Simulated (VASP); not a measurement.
A run of VASP 6.6.1:

Contents of INCAR:

```
PREC = Accurate
ENCUT = 520
EDIFF = 1E-7
ISMEAR = 0
SIGMA = 0.1
LREAL = False
LASPH = True
NELM = 100
ALGO = Normal
ISIF = 2
LWAVE = False
LCHARG = True
LDIPOL = True
IDIPOL = 3
DIPOL = 0.5 0.5 0.354
GGA = CA
LELF = True
LVHAR = True
LVACPOTAV = True
NBANDS = 31
```

File KPOINTS:

```
Automatic mesh
0
Gamma
  9 9 1
```

Contents of POSCAR:

```
W3C
1.0
    2.8093052381      0.0000000000      0.0000000000
    0.0000000000      2.8093052381      0.0000000000
    0.0000000000      0.0000000000     19.3572602846
W C
3 1
Direct
    0.5000000000      0.5000000000      0.2066408129
    0.0000000000      0.0000000000      0.3062710168
    0.5000000000      0.5000000000      0.4059076630
    0.5000000000      0.6666666667      0.4970469014
```

Potentials or basis: VASP PAW LDA potentials, release 64 (W_sv, C).

Run with:

```sh
$ cat potpaw_LDA.64/W_sv/POTCAR potpaw_LDA.64/C/POTCAR > POTCAR
$ mpirun -np 1 vasp_std > vasp.out
```

Hardware: 1 thread of Intel(R) Xeon(R) 6975P-C (Granite Rapids) (shared host).

Question: Estimate the wall time of this run.

Answer: It took 2.5 min on 1 thread of Intel(R) Xeon(R) 6975P-C (Granite Rapids), on a shared host, peak memory 0.28 GiB. Counts: scf iterations 36, k points 25.
